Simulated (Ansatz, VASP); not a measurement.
One calculation of Si4N, two programs

Contents of INCAR:

```
PREC = Accurate
ENCUT = 520
EDIFF = 1E-6
ISMEAR = 0
SIGMA = 0.05
LREAL = False
LASPH = True
NELM = 150
ALGO = Normal
ISIF = 2
LWAVE = False
LCHARG = True
ISPIN = 2
MAGMOM = 0 0 0 0 3
LORBIT = 11
LDIPOL = True
IDIPOL = 3
DIPOL = 0.5 0.5 0.327
GGA = PE
IVDW = 12
LELF = True
LVHAR = True
LVACPOTAV = True
NBANDS = 22
```

KPOINTS

```
Automatic mesh
0
Gamma
  7 7 1
```

File POSCAR:

```
Si4N
1.0
    3.8333442755      0.0000000000      0.0000000000
    0.0000000000      3.8333442755      0.0000000000
    0.0000000000      0.0000000000     21.1034818114
Si N
4 1
Direct
    0.0000000000      0.5000000000      0.1895421825
    0.0000000000      0.0000000000      0.2537634269
    0.5000000000      0.0000000000      0.3207061922
    0.5000000000      0.5000000000      0.3839879070
    0.7500000000      0.5000000000      0.4882361074
```

Input for Ansatz:

```yaml
crystal:
  lattice:
    - [3.8333442755, 0.0, 0.0]
    - [0.0, 3.8333442755, 0.0]
    - [0.0, 0.0, 21.1034818114]
  atoms:
    - { symbol: Si, position: [0.0, 0.5, 0.1895421825] }
    - { symbol: Si, position: [0.0, 0.0, 0.2537634269] }
    - { symbol: Si, position: [0.5, 0.0, 0.3207061922] }
    - { symbol: Si, position: [0.5, 0.5, 0.383987907] }
    - { symbol: "N", position: [0.75, 0.5, 0.4882361074], spin: 3.0 }
basis:
  ecutwfc: 420
kpoints:
  mp_grid: { grid: [7, 7, 1] }
hamiltonian:
  xc: pbe
  pseudopotentials: { kind: paw, azcp: { folder: soft_1 } }
  dispersion: d3bj
scf:
  occupations: { method: gaussian, width: 0.05 }
output:
  forces: true
  eigenvalues: true
  populations: true
magnetization:
  spin_polarized: true
efield:
  axis: 3
  dipole_correction: true
  ramp_width: 0.04
```

Alike in both runs: task single point; functional PBE; dispersion D3(BJ); k mesh 7 × 7 × 1; occupations gaussian, width 0.05 eV; collinear spin.

|  | VASP | Ansatz |
| --- | --- | --- |
| version | VASP 6.6.1 | Ansatz 0.2.0 |
| potentials or method | VASP PAW PBE potentials, release 64 (Si, N), cutoff 520 eV | scalar-relativistic, plane waves, PAW |
| valence electrons in the cell | 21 | 21 |

Ansatz gave:

```
gap on the k mesh at the Fermi level (eV)                     : none
rms of the force components (eV/Å)                            : 0.904
net moment per atom (μB)                                      : 0.36
size of the moment on the site where the two differ most (μB) : 1.74
work function, face that differs most (eV)                    : 6.50
```

Q: Estimate VASP's values.

A: gap on the k mesh at the Fermi level (eV): none; rms of the force components (eV/Å): 0.902; net moment per atom (μB): 0.36; size of the moment on the site where the two differ most (μB): 1.36; work function, face that differs most (eV): 6.50.

Site moments also hang on the region over which each program counts them. Atom by atom the forces differ by 0.003 eV/Å (rms over components). A gap of «none» marks a metal or a gap that the smearing closes.
